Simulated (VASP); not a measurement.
Zn, 2 atoms in the cell. The cell holds a sublattice, 2 atoms: a = 4.408 Å, b = 4.408 Å, c = 4.408 Å, α = 60.00°, β = 60.00°, γ = 60.00°. 

| Quantity | Value |
| --- | --- |
| Program | VASP 6.6.1 |
| Task | single point |
| Functional | PBE |
| Potentials or basis | VASP PAW PBE potentials, release 64 (Zn) |
| Cutoff | 400 eV |
| k mesh | 10 × 10 × 10 |
| Occupations | gaussian, width 0.1 eV |
| Spin | no spin polarisation |
| Dipole correction | no |
| Further INCAR settings | ALGO = Normal; EDIFF = 1e-06; NBANDS = 19 |

Potentials or basis: VASP PAW PBE potentials, release 64 (Zn).

The run is started by

```console
$ cat potpaw_PBE.64/Zn/POTCAR > POTCAR
$ mpirun -np 1 vasp_std > vasp.out
```

Hardware: 1 thread of AMD EPYC 7R13 (shared host).

Question: Estimate the wall time of this run.

Answer: Run time: 47 s on 1 thread of AMD EPYC 7R13, with other jobs on the host, peak memory 0.15 GiB. Counts: scf iterations 11, k points 47.
